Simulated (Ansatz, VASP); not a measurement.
**Ag: VASP beside Ansatz**

```
Ag
1.0
     1.44298    0.83310    7.05758
    -1.44298    0.83310    7.05758
     0.00000   -1.66621    7.05758
Ag
3
Direct
  0.22228 0.22228 0.22228
  0.77772 0.77772 0.77772
  0.00000 0.00000 0.00000
```

Alike in both runs: task single point; functional PBEsol; k mesh 10 × 10 × 10; occupations fermi-dirac, width 0.05 eV; no spin polarisation.

|  | VASP | Ansatz |
| --- | --- | --- |
| version | VASP 6.6.1 | Ansatz 0.2.0 |
| potentials or method | VASP PAW PBE potentials, release 64 (Ag) | Ansatz PAW |
| plane-wave cutoff (eV) | 520 | 420 |
| valence electrons in the cell | 33 | 57 |

|  | VASP | Ansatz | Ansatz less VASP |
| --- | --- | --- | --- |
| gap on the k mesh at the Fermi level (eV) | none | none | - |
| pressure (GPa) | -1.8 | -1.7 | +0.14 |
| traceless stress, the component that is largest in VASP (GPa) | -0.40 | -0.40 | -0.003 |

VASP's potentials were made for PBE, not for PBEsol. A gap of «none» marks a metal or a gap that the smearing closes. VASP's potentials hold 33 valence electrons a cell and Ansatz's 57, so a difference there can come from the potentials and not from the codes.
